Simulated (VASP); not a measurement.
# Cd3O (P6_3/mcm) in VASP: notebook, part 2 of 2

VASP 6.6.1. The steps go on from the part before.

## 3. Relaxation of cell and atoms, PBE

This run uses another cell than the first one, of 19.28 Å³/atom.

Input file INCAR:

```
ALGO = Normal
EDIFF = 1E-7
EDIFFG = -0.08
ENCUT = 600
GGA = PE
IBRION = 2
ISIF = 3
ISMEAR = 0
LASPH = T
LCHARG = F
LREAL = F
LWAVE = F
NELM = 80
NSW = 36
PREC = Accurate
SIGMA = 0.2
```

Input file KPOINTS:

```
k-points
0
Gamma
  3 3 3
```

Input file POSCAR:

```
Cd3O
1.0
    5.9500000000      0.0000000000      0.0000000000
   -2.9750000000      5.1528511500      0.0000000000
    0.0000000000      0.0000000000      5.0300000000
Cd O
6 2
Direct
    0.6900000000      0.0000000000      0.7500000000
    0.3100000000      0.3100000000      0.7500000000
    0.0000000000      0.3100000000      0.2500000000
    0.3100000000      0.0000000000      0.2500000000
    0.6900000000      0.6900000000      0.2500000000
    0.0000000000      0.6900000000      0.7500000000
    0.0000000000      0.0000000000      0.0000000000
    0.0000000000      0.0000000000      0.5000000000
```

Potentials or basis: VASP PAW PBE potentials, release 64 (Cd, O).

On the command line:

```
$ cat potpaw_PBE.64/Cd/POTCAR potpaw_PBE.64/O/POTCAR > POTCAR
$ mpirun -np 1 vasp_std > vasp.out
```

OUTCAR:

```text
EDIFF = 1E-7
   EDIFFG = -0.08
   ENCUT = 600
   GGA = PE
   IBRION = 2
   ISIF = 3
   ISMEAR = 0
   LASPH = T
   LREAL = F
   NELM = 80
   NSW = 36
   PREC = Accurate

 ion  position               nearest neighbor table
   1  0.690  0.000  0.750-   7 2.23   8 2.23   3 3.12   5 3.12   3 3.12   5 3.12   2 3.19   6 3.19
                             4 3.38   4 3.38   6 3.56   2 3.56   2 3.56   6 3.56
   2  0.310  0.310  0.750-   7 2.23   8 2.23   4 3.12   4 3.12   3 3.12   3 3.12   6 3.19   1 3.19
                             5 3.38   5 3.38   1 3.56   6 3.56   6 3.56   1 3.56
   3  0.000  0.310  0.250-   7 2.23   8 2.23   1 3.12   1 3.12   2 3.12   2 3.12   5 3.19   4 3.19
                             6 3.38   6 3.38   4 3.56   5 3.56   5 3.56   4 3.56
   4  0.310  0.000  0.250-   7 2.23   8 2.23   2 3.12   6 3.12   2 3.12   6 3.12   3 3.19   5 3.19
                             1 3.38   1 3.38   3 3.56   5 3.56   5 3.56   3 3.56
   5  0.690  0.690  0.250-   7 2.23   8 2.23   1 3.12   1 3.12   6 3.12   6 3.12   3 3.19   4 3.19
                             2 3.38   2 3.38   4 3.56   3 3.56   3 3.56   4 3.56
   6  0.000  0.690  0.750-   7 2.23   8 2.23   4 3.12   4 3.12   5 3.12   5 3.12   2 3.19   1 3.19
                             3 3.38   3 3.38   1 3.56   2 3.56   2 3.56   1 3.56
   7  0.000  0.000  0.000-   2 2.23   3 2.23   5 2.23   6 2.23   1 2.23   4 2.23
   8  0.000  0.000  0.500-   2 2.23   3 2.23   5 2.23   6 2.23   1 2.23   4 2.23

  LATTYP: Found a hexagonal cell.
 ALAT       =     5.9500000000
 C/A-ratio  =     0.8453781513

  Lattice vectors:

 A1 = (   5.9500000000,   0.0000000000,   0.0000000000)
 A2 = (  -2.9750000000,   5.1528511500,   0.0000000000)
 A3 = (   0.0000000000,   0.0000000000,   5.0300000000)

Analysis of symmetry for initial positions (statically):
=====================================================================
 Subroutine PRICEL returns:
 Original cell was already a primitive cell.

 Routine SETGRP: Setting up the symmetry group for a
 hexagonal supercell.

 Subroutine GETGRP returns: Found 24 space group operations
 (whereof 12 operations were pure point group operations)
 out of a pool of 24 trial point group operations.

The static configuration has the point symmetry D_3d.
 The point group associated with its full space group is D_6h.

Analysis of symmetry for dynamics (positions and initial velocities):
=====================================================================
 Subroutine PRICEL returns:
 Original cell was already a primitive cell.

 Routine SETGRP: Setting up the symmetry group for a
 hexagonal supercell.

 Subroutine GETGRP returns: Found 24 space group operations
 (whereof 12 operations were pure point group operations)
 out of a pool of 24 trial point group operations.

The dynamic configuration has the point symmetry D_3d.
 The point group associated with its full space group is D_6h.

 Subroutine INISYM returns: Found 24 space group operations
 (whereof 12 operations are pure point group operations),
 and found     1 'primitive' translations

----------------------------------------------------------------------------------------

                                     Primitive cell

  volume of cell :     154.2171

  direct lattice vectors                    reciprocal lattice vectors
     5.950000000  0.000000000  0.000000000     0.168067227  0.097033659  0.000000000
    -2.975000000  5.152851150  0.000000000     0.000000000  0.194067317  0.000000000
     0.000000000  0.000000000  5.030000000     0.000000000  0.000000000  0.198807157

  length of vectors
     5.950000000  5.949999998  5.030000000     0.194067317  0.194067317  0.198807157

  position of ions in fractional coordinates (direct lattice)
     0.690000000  0.000000000  0.750000000
     0.310000000  0.310000000  0.750000000
     0.000000000  0.310000000  0.250000000
     0.310000000  0.000000000  0.250000000
     0.690000000  0.690000000  0.250000000
     0.000000000  0.690000000  0.750000000
[... 69 lines left out ...]
   NSW    =     36    number of steps for IOM
   IBRION =      2    ionic relax: 0-MD 1-quasi-New 2-CG
   NFREE  =      1    steps in history (QN), initial steepest desc. (CG)
   ISIF   =      3    stress and relaxation
   ISYM   =      2    0-nonsym 1-usesym 2-fastsym
   POTIM  = 0.5000    time-step for ionic-motion
   TEBEG  =    0.0;   TEEND  =   0.0 temperature during run
   PSTRESS=    0.0 pullay stress
   NELECT =      84.0000    total number of electrons
   NUPDOWN=      -1.0000    fix difference up-down
   EMIN   =  10.00;   EMAX   =-10.00  energy-range for DOS
   EFERMI =   0.00;   METHOD = LEGACY
   ISMEAR =     0;   SIGMA  =   0.20  broadening in eV -4-tet -1-fermi 0-gaus
   EFERMI_NEDOS =   21; number of points for ismear=-14 and -15
   IALGO  =     38    algorithm
   IMIX   =      4    mixing-type and parameters
     AMIX     =   0.40;   BMIX     =  1.00
     AMIX_MAG =   1.60;   BMIX_MAG =  1.00
  volume/ion in A,a.u.               =      19.28       130.09
  Fermi-wavevector in a.u.,A,eV,Ry     =   1.336976  2.526519 24.320494  1.787506
  Thomas-Fermi vector in A             =   2.465561
   LORBIT       =      0    0 simple, 1 ext, 2 COOP (PROOUT), +10 PAW based schemes
   GGA     = PE    functional components
   LHFCALC =     F    Hartree Fock is set to
   AEXX    =    0.0000 exact exchange contribution
   IVDW    =     0    specifies the selected vdW correction
   LEPSILON=     F    determine dielectric tensor
   LRPA    =     F    only Hartree local field effects (RPA)
 conjugate gradient relaxation of ions
 non-spin polarized calculation
 Gauss-broadening in eV      SIGMA  =   0.20
  energy-cutoff  :      600.00
  volume of cell :      154.22
 maximum number of plane-waves:      5180
 NGX is ok and might be reduce to    48
   NGX = 23   NGY = 23   NGZ = 21

--------------------------------------- Ionic step        1  -------------------------------------------

 number of electron      84.0000005 magnetization

 Free energy of the ion-electron system (eV)
  ---------------------------------------------------
  ext. energy  EPLUGINS =         0.00000000
  ---------------------------------------------------
  free energy    TOTEN  =       -14.88135612 eV

  energy without entropy =      -14.77672987  energy(sigma->0) =      -14.82904299

------------------------ aborting loop because EDIFF is reached ----------------------------------------

  FORCE on cell =-STRESS in cart. coord.  units (eV):
  Direction    XX          YY          ZZ          XY          YZ          ZX
  --------------------------------------------------------------------------------------
  -------------------------------------------------------------------------------------
  Total        7.6140296      7.6140296     13.8503806      0.0000000      0.0000000      0.0000000
  in kB       79.1029344     79.1029344    143.8930253      0.0000000      0.0000000      0.0000000
  external PRESSURE =     100.6996314 kB  Pullay stress =       0.0000000 kB
[... 29 lines left out ...]
--------------------------------------- Ionic step        2  -------------------------------------------

 number of electron      83.9999960 magnetization

 E-fermi :   1.2197     XC(G=0):  -9.8328

 val. band max:        1.0194216659   @ k =   0.3333   0.0000   0.3333
 cond. band min:       1.2303457947   @ k =   0.3333   0.0000   0.3333
 fundamental gap:      0.2109241288
 Fermi energy:         1.2196537668

 k-point     1 :       0.0000    0.0000    0.0000
  band No.  band energies     occupation
      1     -16.3323      2.00000
      2     -15.6479      2.00000
      3      -7.3875      2.00000
      4      -7.3857      2.00000
      5      -7.2301      2.00000
      6      -7.2301      2.00000
[... 384 lines left out ...]
  FREE ENERGIE OF THE ION-ELECTRON SYSTEM (eV)
  ---------------------------------------------------
  free  energy   TOTEN  =       -15.9902040022 eV

  energy  without entropy=      -15.9090561262  energy(sigma->0) =      -15.94963006

[... ionic steps 4 to 17 ...]

--------------------------------------- Ionic step       18  -------------------------------------------

 number of electron      84.0000000 magnetization

------------------------ aborting loop because EDIFF is reached ----------------------------------------
[... 79 lines left out ...]
--------------------------------------- Ionic step       20  -------------------------------------------

 number of electron      84.0000051 magnetization

 Free energy of the ion-electron system (eV)
  ---------------------------------------------------
  ext. energy  EPLUGINS =         0.00000000
  ---------------------------------------------------
  free energy    TOTEN  =       -17.70299764 eV

  energy without entropy =      -17.68705497  energy(sigma->0) =      -17.69502630

 E-fermi :   2.5288     XC(G=0): -10.6520

 val. band max:        2.3925048985   @ k =   0.3333   0.0000   0.0000
 cond. band min:       2.9592492960   @ k =   0.0000   0.0000   0.0000
 fundamental gap:      0.5667443974
 Fermi energy:         2.5288348209

 k-point     1 :       0.0000    0.0000    0.0000
  band No.  band energies     occupation
      1     -15.6070      2.00000
      2     -15.3212      2.00000
      3      -6.9883      2.00000
      4      -6.7880      2.00000
      5      -6.5576      2.00000
      6      -6.5402      2.00000
[... 342 lines left out ...]
  FREE ENERGIE OF THE ION-ELECTRON SYSTEM (eV)
  ---------------------------------------------------
  free  energy   TOTEN  =       -17.7029976359 eV

  energy  without entropy=      -17.6870549660  energy(sigma->0) =      -17.69502630

 reached required accuracy - stopping structural energy minimisation
```

Wall time 14 min (1 thread of Intel Xeon Platinum 8259CL at 2.50GHz (Skylake/Cascade Lake), shared host); peak memory 0.32 GiB.

Results:

- Free energy: -17.7030 eV
- Relaxed volume: 19.30 Å³/atom
- Relaxed cell: a = 5.284 Å, b = 5.284 Å, c = 6.385 Å, α = 90.00°, β = 90.00°, γ = 120.00°
- Space group after relaxing (to 0.1 Å): P6_3/mcm (No. 193)
- Energy gained by relaxing: 352.7 meV/atom
- Ionic steps: 20
- Pressure after relaxing: -0.4 GPa
- Largest force after relaxing: 0.060 eV/Å
- Band gap on the k mesh: zero (bands 42 and 43 overlap by 2.84 eV)

Forces on the atoms (eV/Å):
```
Cd  -0.060  0.000  0.000
Cd   0.030  0.052  0.000
Cd  -0.030  0.052  0.000
Cd   0.060  0.000  0.000
Cd  -0.030 -0.052  0.000
Cd   0.030 -0.052  0.000
O    0.000  0.000  0.000
O    0.000  0.000  0.000
```

Step by step:
| step | energy change (eV) | largest force (eV/Å) | pressure (GPa) | volume (Å³) |
| --- | --- | --- | --- | --- |
| 1 | 0.0000 | 2.4820 | 10.07 | 154.22 |
| 2 | -0.9241 | 0.1532 | -5.54 | 182.79 |
| 3 | -1.1088 | 0.4320 | -2.39 | 173.06 |
| 4 | -1.3468 | 0.4066 | -2.07 | 167.78 |
| 5 | -2.0468 | 0.2390 | 1.05 | 151.98 |
| 6 | -0.4300 | 0.9795 | 26.68 | 121.00 |
| 7 | -2.2488 | 0.3660 | 3.72 | 145.94 |
| 8 | -2.1961 | 0.0506 | 9.70 | 134.99 |
| 9 | -2.3203 | 0.2540 | 6.14 | 140.66 |
| 10 | -2.4192 | 0.0560 | 5.70 | 140.62 |
| 11 | -2.4877 | 0.2543 | 5.34 | 140.46 |
| 12 | -2.5692 | 0.2669 | 3.75 | 143.02 |
| 13 | -2.6803 | 0.3092 | -0.15 | 150.78 |
| 14 | -2.6819 | 0.3154 | -0.58 | 151.78 |
| 15 | -2.7091 | 0.2605 | -0.46 | 151.93 |
| 16 | -2.7723 | 0.0848 | -0.11 | 152.33 |
| 17 | -2.8001 | 0.2924 | 0.72 | 153.00 |
| 18 | -2.8082 | 0.1622 | 0.41 | 152.79 |
| 19 | -2.8198 | 0.0978 | -0.08 | 153.79 |
| 20 | -2.8216 | 0.0603 | -0.36 | 154.38 |

Final structure:
```
Cd O
1.0
     5.28377    0.00000    0.00000
    -2.64188    4.57587    0.00000
     0.00000    0.00000    6.38498
Cd O
6 2
Direct
  0.65463 0.00000 0.75000
  0.34537 0.34537 0.75000
  0.00000 0.34537 0.25000
  0.34537 0.00000 0.25000
  0.65463 0.65463 0.25000
  0.00000 0.65463 0.75000
  0.00000 0.00000 0.00000
  0.00000 0.00000 0.50000
```

Caveat: the k points lie up to 0.46 Å⁻¹ apart in the final cell, too coarse for converged energies and pressures of a metal; a cell axis changed by over 15 % at a fixed basis, so the end point is rough; the relaxation stopped at a loose force limit of 0.08 eV/Å, so its end isn't a converged minimum.

## 4. Single point, PBE

This run uses another cell than the first one, of 19.05 Å³/atom.

Input file INCAR:

```
PREC = Accurate
ENCUT = 520
EDIFF = 1E-7
ISMEAR = 0
SIGMA = 0.1
LREAL = F
LASPH = T
NELM = 100
ALGO = Normal
ISIF = 2
LWAVE = F
LCHARG = F
GGA = PE
NBANDS = 52
```

Input file KPOINTS:

```
Automatic mesh
0
Gamma
  6 6 6
```

Input file POSCAR:

```
Cd3O
1.0
    5.2920490020      0.0000000000      0.0000000000
   -2.6460245010      4.5830488738      0.0000000000
    0.0000000000      0.0000000000      6.2827979265
Cd O
6 2
Direct
    0.6526614972      0.0000000000      0.7500000000
    0.3473385028      0.3473385028      0.7500000000
    0.0000000000      0.3473385028      0.2500000000
    0.3473385028      0.0000000000      0.2500000000
    0.6526614972      0.6526614972      0.2500000000
    0.0000000000      0.6526614972      0.7500000000
    0.0000000000      0.0000000000      0.0000000000
    0.0000000000      0.0000000000      0.5000000000
```

On the command line:

```
$ cat potpaw_PBE.64/Cd/POTCAR potpaw_PBE.64/O/POTCAR > POTCAR
$ mpirun -np 1 vasp_std > vasp.out
```

It took 4 min on 1 thread of Intel Xeon Platinum 8259CL at 2.50GHz (Skylake/Cascade Lake), shared host; peak memory 0.34 GiB.

The run converged. Its results:

* Free energy: -17.5663 eV
* Pressure: 0.5 GPa
* Largest force: 0.043 eV/Å
* Band gap on the k mesh: zero (bands 42 and 43 overlap by 3.20 eV)

Forces on the atoms (eV/Å):
```
Cd  -0.043  0.000  0.000
Cd   0.022  0.037  0.000
Cd  -0.022  0.037  0.000
Cd   0.043  0.000  0.000
Cd  -0.022 -0.037  0.000
Cd   0.022 -0.037  0.000
O    0.000  0.000  0.000
O    0.000  0.000  0.000
```

Levels at points of the mesh, in eV from the Fermi level:
| k point | band 40 | band 41 | band 42 | band 43 | band 44 | band 45 |
| --- | --- | --- | --- | --- | --- | --- |
| (0.00, 0.00, 0.00) | -1.30 | -1.02 | 0.44 | 0.44 | 0.60 | 3.35 |
| (0.50, 0.00, 0.00) | -2.25 | -1.79 | -0.43 | 0.46 | 1.17 | 1.58 |
| (0.00, 0.00, 0.50) | -2.96 | 1.40 | 1.40 | 1.40 | 1.40 | 1.65 |
| (0.50, 0.00, 0.50) | -2.33 | -1.55 | -1.55 | 1.39 | 1.39 | 2.43 |

## 5. Summary

```csv
task,cell,k mesh,cutoff (eV),smearing,gap on the mesh (eV),pressure (GPa),largest force (eV/Å)
single point,"a = 5.261, b = 5.261, c = 6.408 Å, angles 90.0, 90.0, 120.0°, 8 atoms, atomic positions A",3 × 3 × 3,520,gaussian 0.2 eV,none,0.4,0.05
relaxation of cell and atoms,"relaxed from a = 5.950, b = 5.950, c = 5.030 Å, angles 90.0, 90.0, 120.0°, 8 atoms, atomic positions B",3 × 3 × 3,600,gaussian 0.2 eV,none,-0.4,0.06
single point,"a = 5.292, b = 5.292, c = 6.283 Å, angles 90.0, 90.0, 120.0°, 8 atoms, atomic positions A",6 × 6 × 6,520,gaussian 0.1 eV,none,0.5,0.04
```

Alike in all rows: level PBE; potentials or basis VASP PAW PBE potentials, release 64 (Cd, O); no spin polarisation.

Caveats: some runs use coarse meshes; a cell axis changed by over 15 % at a fixed basis, so the end point is rough (at least some runs); the relaxation stopped at a loose force limit of 0.08 eV/Å, so its end isn't a converged minimum (at least some runs).

Total energies depend on the potentials used, so only differences within one code and one set of settings carry meaning.
